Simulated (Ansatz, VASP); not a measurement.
One calculation of Ta5W, two programs

```
CELL_PARAMETERS angstrom
4.69456 0.00000 0.00000
-2.34728 4.06561 0.00000
0.00000 0.00000 20.79140
ATOMIC_POSITIONS crystal
Ta 0.16667 0.33333 0.39966
Ta 0.50000 0.00000 0.43511
Ta 0.16667 0.33333 0.52876
Ta 0.50000 0.00000 0.56489
Ta 0.83333 0.66667 0.60034
W 0.83333 0.66667 0.47124
```

Alike in both runs: task single point; functional PBE; k mesh 9 × 9 × 1; occupations fermi-dirac, width 0.08 eV; no spin polarisation.

|  | VASP | Ansatz |
| --- | --- | --- |
| version | VASP 6.6.1 | Ansatz 0.2.0 |
| potentials or method | VASP PAW PBE potentials, release 64 (Ta_pv, W_sv), cutoff 520 eV | all-electron LAPW, scalar-relativistic |

Ansatz gave:

```
rms of the force components (eV/Å) : 0.256
```

Task: What did VASP give for the same quantities?

Result: rms of the force components (eV/Å): 0.257.

Ansatz ran all-electron here, and VASP with PAW potentials.

Spin-orbit coupling is off throughout.
